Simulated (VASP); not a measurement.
# W (C2/m) in VASP: single point with PBEsol

Aim: the single point of W with PBEsol.

All numbers are computed with VASP 6.6.1; they aren't measurements. Logs are shortened: lines on timing, memory, paths and dates and some standing lists are left out, and cuts for length are marked.

## 1. The cell of the first run

It takes space group C2/m (No. 12, monoclinic). Conventional cell: a = 4.966 Å, b = 2.867 Å, c = 2.622 Å, α = 90.00°, β = 120.04°, γ = 90.00°. W (site symmetry 2/m) has 12 W at 2.62 to 2.93 Å within 3.5 Å.

## 2. Single point, PBEsol

Contents of INCAR:

```
ALGO = Fast ; EDIFF = 1E-6
ENCUT = 520 ; GGA = PS
ISIF = 2 ; ISMEAR = 0
LASPH = T ; LCHARG = F
LREAL = F ; LWAVE = F
NBANDS = 13 ; NELM = 60
PREC = Accurate ; SIGMA = 0.1
```

Contents of KPOINTS:

```
k-points
0
Gamma
  12 12 15
```

Contents of POSCAR:

```
W
1.0
    2.8608034840     -0.0035219509     -0.1868896559
   -1.4334518410      2.4828114187      0.0000000000
    1.2814231325      0.7398299905      2.1644111130
W
1
Direct
    0.0000000000      0.0000000000      0.0000000000
```

Potentials or basis: VASP PAW PBE potentials, release 64 (W_sv).

Run with:

```bash
cat potpaw_PBE.64/W_sv/POTCAR > POTCAR
mpirun -np 1 vasp_std > vasp.out
```

OUTCAR:

```text
EDIFF = 1E-6
   ENCUT = 520
   GGA = PS
   ISIF = 2
   ISMEAR = 0
   LASPH = T
   LREAL = F
   NELM = 60
   PREC = Accurate

 ion  position               nearest neighbor table
   1  0.000  0.000  0.000-

  LATTYP: Found a base centered monoclinic cell.
 ALAT       =     4.9656228376
 B/A-ratio  =     0.5773502692
 C/A-ratio  =     0.5279991432
 COS(beta)  =    -0.5006168186

  Lattice vectors:

 A1 = (  -2.8608034840,   0.0035219509,   0.1868896559)
 A2 = (  -1.4273516430,  -2.4792894678,   0.1868896559)
 A3 = (   1.2814231325,   0.7398299905,   2.1644111130)

Analysis of symmetry for initial positions (statically):
=====================================================================
 Subroutine PRICEL returns:
 Original cell was already a primitive cell.

 Routine SETGRP: Setting up the symmetry group for a
 base centered monoclinic supercell.

 Subroutine GETGRP returns: Found  4 space group operations
 (whereof  4 operations were pure point group operations)
 out of a pool of  4 trial point group operations.

The static configuration has the point symmetry C_2h.

Analysis of symmetry for dynamics (positions and initial velocities):
=====================================================================
 Subroutine PRICEL returns:
 Original cell was already a primitive cell.

 Routine SETGRP: Setting up the symmetry group for a
 base centered monoclinic supercell.

 Subroutine GETGRP returns: Found  4 space group operations
 (whereof  4 operations were pure point group operations)
 out of a pool of  4 trial point group operations.

The dynamic configuration has the point symmetry C_2h.

 Subroutine INISYM returns: Found  4 space group operations
 (whereof  4 operations are pure point group operations),
 and found     1 'primitive' translations

----------------------------------------------------------------------------------------

                                     Primitive cell

  volume of cell :      16.1553

  direct lattice vectors                    reciprocal lattice vectors
     2.860803484 -0.003521951 -0.186889656     0.332634924  0.192046863 -0.262578635
    -1.433451841  2.482811419  0.000000000    -0.008086723  0.398100341 -0.131289317
     1.281423133  0.739829990  2.164411113     0.028721912  0.016582604  0.439346649

  length of vectors
     2.866903682  2.866903682  2.621844604     0.465269308  0.419268603  0.440596651

  position of ions in fractional coordinates (direct lattice)
     0.000000000  0.000000000  0.000000000

  ion indices of the primitive-cell ions
   primitive index   ion index
                 1           1

----------------------------------------------------------------------------------------

 KPOINTS: k-points

Automatic generation of k-mesh.
 Grid dimensions read from file:
 generate k-points for:   12   12   15

 Generating k-lattice:

  Cartesian coordinates                     Fractional coordinates (reciprocal lattice)
     0.027719577  0.016003905 -0.021881553     0.083333333 -0.000000000  0.000000000
    -0.000673894  0.033175028 -0.010940776    -0.000000000  0.083333333  0.000000000
     0.001914794  0.001105507  0.029289777     0.000000000  0.000000000  0.066666667

  Length of vectors
     0.038772442  0.034939050  0.029373110

  Shift w.r.t. Gamma in fractional coordinates (k-lattice)
     0.000000000  0.000000000  0.000000000

 Subroutine IBZKPT returns following result:
 ===========================================

 Found    589 irreducible k-points:

 Following reciprocal coordinates:
            Coordinates               Weight
  0.000000  0.000000  0.000000      1.000000
  0.083333  0.000000  0.000000      2.000000
  0.166667 -0.000000 -0.000000      2.000000
  0.250000 -0.000000  0.000000      2.000000
  0.333333 -0.000000 -0.000000      2.000000
  0.416667 -0.000000 -0.000000      2.000000
[... 16 lines left out ...]
  0.166667  0.250000  0.000000      4.000000
  0.250000  0.250000 -0.000000      4.000000
 [... further k-points ...]
   k-points           NKPTS =    589   k-points in BZ     NKDIM =    589   number of bands    NBANDS=     13
   number of dos      NEDOS =    301   number of ions     NIONS =      1
   total plane-waves  NPLWV =  11520
   dimension x,y,z NGX =    24 NGY =   24 NGZ =   20
   dimension x,y,z NGXF=    48 NGYF=   48 NGZF=   40
   ions per type =               1
   NGX,Y,Z   is equivalent  to a cutoff of  13.92, 13.92, 12.68 a.u.
   NGXF,Y,Z  is equivalent  to a cutoff of  27.83, 27.83, 25.36 a.u.
 SYSTEM =  unknown system
   PREC   = accura    normal or accurate (medium, high low for compatibility)
   ISTART =      0    job   : 0-new  1-cont  2-samecut
   ICHARG =      2    charge: 1-file 2-atom 10-const
   ISPIN  =      1    spin polarized calculation?
   LNONCOLLINEAR =      F non collinear calculations
   LSORBIT =      F    spin-orbit coupling
   LASPH  =      T    aspherical Exc in radial PAW
   ENCUT  =  520.0 eV  38.22 Ry    6.18 a.u.   5.33  5.33  4.87*2*pi/ulx,y,z
   NELM   =     60;   NELMIN=  2; NELMDL= -5     # of ELM steps
   EDIFF  = 0.1E-05   stopping-criterion for ELM
   LREAL  =      F    real-space projection
   EDIFFG = 0.1E-04   stopping-criterion for IOM
   NSW    =      0    number of steps for IOM
   IBRION =     -1    ionic relax: 0-MD 1-quasi-New 2-CG
   NFREE  =      0    steps in history (QN), initial steepest desc. (CG)
   ISIF   =      2    stress and relaxation
   ISYM   =      2    0-nonsym 1-usesym 2-fastsym
   POTIM  = 0.5000    time-step for ionic-motion
   TEBEG  =    0.0;   TEEND  =   0.0 temperature during run
   PSTRESS=    0.0 pullay stress
   NELECT =      14.0000    total number of electrons
   NUPDOWN=      -1.0000    fix difference up-down
   EMIN   =  10.00;   EMAX   =-10.00  energy-range for DOS
   EFERMI =   0.00;   METHOD = LEGACY
   ISMEAR =     0;   SIGMA  =   0.10  broadening in eV -4-tet -1-fermi 0-gaus
   EFERMI_NEDOS =   21; number of points for ismear=-14 and -15
   IALGO  =     68    algorithm
   IMIX   =      4    mixing-type and parameters
     AMIX     =   0.40;   BMIX     =  1.00
     AMIX_MAG =   1.60;   BMIX_MAG =  1.00
  volume/ion in A,a.u.               =      16.16       109.02
  Fermi-wavevector in a.u.,A,eV,Ry     =   1.560794  2.949473 33.144858  2.436078
  Thomas-Fermi vector in A             =   2.663954
   LORBIT       =      0    0 simple, 1 ext, 2 COOP (PROOUT), +10 PAW based schemes
   GGA     = PS    functional components
   LHFCALC =     F    Hartree Fock is set to
   AEXX    =    0.0000 exact exchange contribution
   IVDW    =     0    specifies the selected vdW correction
   LEPSILON=     F    determine dielectric tensor
   LRPA    =     F    only Hartree local field effects (RPA)
 non-spin polarized calculation
 RMM-DIIS sequential band-by-band and
 Gauss-broadening in eV      SIGMA  =   0.10
  energy-cutoff  :      520.00
  volume of cell :       16.16
 maximum number of plane-waves:       448
 NGX is ok and might be reduce to    24
   NGX = 11   NGY = 11   NGZ =  9

 number of electron      13.9999999 magnetization

 Free energy of the ion-electron system (eV)
  ---------------------------------------------------
  ext. energy  EPLUGINS =         0.00000000
  ---------------------------------------------------
  free energy    TOTEN  =       -13.37953234 eV

  energy without entropy =      -13.37556214  energy(sigma->0) =      -13.37754724

 E-fermi :  10.6977     XC(G=0): -13.6359

 val. band max:       10.6954963258   @ k =   0.0000   0.0833   0.2667
 cond. band min:      10.7003641452   @ k =   0.1667  -0.0000  -0.0000
 fundamental gap:      0.0048678193
 Fermi energy:        10.6976916459

 k-point     1 :       0.0000    0.0000    0.0000
  band No.  band energies     occupation
      1     -63.0928      2.00000
      2     -26.7792      2.00000
      3     -26.7777      2.00000
      4     -26.4641      2.00000
      5       1.4637      2.00000
      6       8.8007      2.00000
      7       9.6585      2.00000
      8      11.4617      0.00000
      9      12.0719      0.00000
     10      14.2792      0.00000
     11      23.4326      0.00000
     12      26.7725      0.00000
     13      28.6425      0.00000

 k-point     2 :       0.0833    0.0000    0.0000
  band No.  band energies     occupation
      1     -63.0851      2.00000
      2     -26.8551      2.00000
      3     -26.8021      2.00000
      4     -26.4832      2.00000
      5       1.8228      2.00000
      6       8.5653      2.00000
      7       9.9229      2.00000
      8      11.4696      0.00000
      9      11.7772      0.00000
     10      14.3750      0.00000
     11      24.1366      0.00000
     12      27.0012      0.00000
     13      28.7562      0.00000

 k-point     3 :       0.1667   -0.0000   -0.0000
  band No.  band energies     occupation
      1     -63.0637      2.00000
      2     -27.0591      2.00000
      3     -26.8683      2.00000
      4     -26.5336      2.00000
      5       2.8137      2.00000
      6       7.9708      2.00000
      7      10.4519      1.99949
      8      10.7004      0.96985
      9      12.3344      0.00000
     10      14.6452      0.00000
     11      26.0188      0.00000
     12      27.5928      0.00000
     13      28.8240      0.00000

 k-point     4 :       0.2500   -0.0000    0.0000
  band No.  band energies     occupation
      1     -63.0344      2.00000
      2     -27.3288      2.00000
      3     -26.9577      2.00000
      4     -26.6003      2.00000
      5       4.0961      2.00000
      6       7.2528      2.00000
      7       9.5857      2.00000
      8      11.9423      0.00000
      9      13.3390      0.00000
     10      15.0372      0.00000
     11      27.9094      0.00000
     12      28.1034      0.00000
     13      28.7105      0.00000

 k-point     5 :       0.3333   -0.0000   -0.0000
  band No.  band energies     occupation
      1     -63.0050      2.00000
      2     -27.5881      2.00000
      3     -27.0458      2.00000
      4     -26.6655      2.00000
      5       4.8976      2.00000
      6       6.6032      2.00000
      7       9.8937      2.00000
      8      13.5484      0.00000
      9      14.6135      0.00000
     10      15.4616      0.00000
     11      25.6859      0.00000
     12      26.5773      0.00000
     13      28.2682      0.00000
[... 257 lines left out ...]
 k-point    22 :       0.0833    0.2500    0.0000
  band No.  band energies     occupation
      1     -63.0282      2.00000
      2     -27.5069      2.00000
      3     -26.9118      2.00000
      4     -26.5517      2.00000
      5       4.3528      2.00000
      6       8.5007      2.00000
      7       8.7776      2.00000
      8      12.1182      0.00000
      9      13.2903      0.00000
     10      14.9896      0.00000
     11      23.4282      0.00000
     12      26.1563      0.00000
     13      31.3376      0.00000

 k-point    23 :       0.1667    0.2500    0.0000
  band No.  band energies     occupation
      1     -63.0066      2.00000
      2     -27.6346      2.00000
      3     -27.0421      2.00000
      4     -26.6004      2.00000
      5       5.2805      2.00000
      6       8.0566      2.00000
      7       8.4774      2.00000
      8      12.5637      0.00000
      9      14.7666      0.00000
     10      15.7394      0.00000
     11      22.3094      0.00000
     12      25.3551      0.00000
     13      30.7376      0.00000

 k-point    24 :       0.2500    0.2500   -0.0000
  band No.  band energies     occupation
      1     -62.9880      2.00000
      2     -27.6843      2.00000
      3     -27.2149      2.00000
      4     -26.6421      2.00000
      5       5.8611      2.00000
      6       7.4500      2.00000
      7       8.9132      2.00000
      8      13.2713      0.00000
      9      15.9463      0.00000
     10      17.0101      0.00000
     11      20.0832      0.00000
     12      25.0260      0.00000
     13      29.4216      0.00000

 [... further k-points ...]

------------------------ aborting loop because EDIFF is reached ----------------------------------------

  FORCE on cell =-STRESS in cart. coord.  units (eV):
  Direction    XX          YY          ZZ          XY          YZ          ZX
  --------------------------------------------------------------------------------------
  -------------------------------------------------------------------------------------
  Total       -0.1353576     -0.4246697      0.0969599      0.2505516      0.0127981      0.0221672
  in kB      -13.4238684    -42.1159130      9.6158368     24.8480395      1.2692329      2.1983907
  external PRESSURE =     -15.3079815 kB  Pullay stress =       0.0000000 kB

 VOLUME and BASIS-vectors are now :
 -----------------------------------------------------------------------------
  energy-cutoff  :      520.00
  volume of cell :       16.16
      direct lattice vectors                 reciprocal lattice vectors
     2.860803484 -0.003521951 -0.186889656     0.332634924  0.192046863 -0.262578635
    -1.433451841  2.482811419  0.000000000    -0.008086723  0.398100341 -0.131289317
     1.281423133  0.739829990  2.164411113     0.028721912  0.016582604  0.439346649

 POSITION                                       TOTAL-FORCE (eV/Angst)
 -----------------------------------------------------------------------------------
      0.00000      0.00000      0.00000        -0.000000     -0.000000      0.000000
 -----------------------------------------------------------------------------------
    total drift:                               -0.000000     -0.000000     -0.000000

  FREE ENERGIE OF THE ION-ELECTRON SYSTEM (eV)
  ---------------------------------------------------
  free  energy   TOTEN  =       -13.3795323446 eV

  energy  without entropy=      -13.3755621396  energy(sigma->0) =      -13.37754724
```

Wall time 73 s (1 thread of AMD EPYC 9R45 (Zen 5), shared host); peak memory 0.2 GiB.

Results:

```
Free energy            : -13.3795 eV
Pressure               : -1.5 GPa
Band gap on the k mesh : zero (band 7 reaches 14.10 eV, above the bottom of band 8 at 10.10 eV)
```

Stress tensor (GPa, compression positive):
```
-1.34  2.48  0.22
 2.48 -4.21  0.13
 0.22  0.13  0.96
```

Caveat: the PAW data sets were made with another functional, which shifts forces and pressure a little; spin-orbit coupling is left out, which moves the levels of the heavy elements.
